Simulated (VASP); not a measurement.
Set up this calculation in VASP 6.6.1, as the native input.

- Task: single point
- Functional: PBE
- Potentials or basis: VASP PAW PBE potentials, release 64 (Bi_d)
- Cutoff: 520 eV
- k mesh: 3 × 5 × 5
- Occupations: fermi-dirac, width 0.08 eV
- Spin: no spin polarisation
- Dipole correction: no
- Further INCAR settings: ALGO = Normal; EDIFF = 1e-06; NBANDS = 38

The structure of Bi lies in POSCAR:

```
Bi
1.0
    4.5350000000      2.6182834708      7.8760000000
   -2.2675000000      1.3091417354      3.9380000000
    0.0000000000     -2.6182834708      3.9380000000
Bi
4
Direct
    0.1120674511      0.2240749242      0.2592409101
    0.6202678077      0.2112346231      0.2483061963
    0.3923764660      0.7879101536      0.7380235573
    0.8752882453      0.7767802391      0.7544294562
```

These files were run (other wordings do the same):

INCAR

```
SYSTEM = Bi
PREC = Accurate ; ENCUT = 520
EDIFF = 1E-6 ; ISMEAR = -1
SIGMA = 0.08 ; LREAL = .FALSE.
LASPH = .TRUE. ; NELM = 60
ALGO = Normal ; ISIF = 2
LWAVE = .FALSE. ; LCHARG = .FALSE.
GGA = PE ; NBANDS = 38
```

KPOINTS

```
Automatic mesh
0
G
  3 5 5
  0 0 0
```

Potentials or basis: VASP PAW PBE potentials, release 64 (Bi_d).

Command:

```console
$ cat potpaw_PBE.64/Bi_d/POTCAR > POTCAR
$ mpirun -np 1 vasp_std > vasp.out
```

It gave:

* Pressure: 2.5 GPa
* Largest force: 1.103 eV/Å
* Band gap on the k mesh: zero (bands 30 and 31 overlap by 0.26 eV)

Caveat: spin-orbit coupling is left out, which moves the levels of the heavy elements; forces of over 1 eV/Å act on the atoms, so gaps and moduli don't describe the material at rest.

Wall time 3.4 min on 1 thread of Intel Xeon 8259CL, with other jobs on the host, peak memory 0.36 GiB.
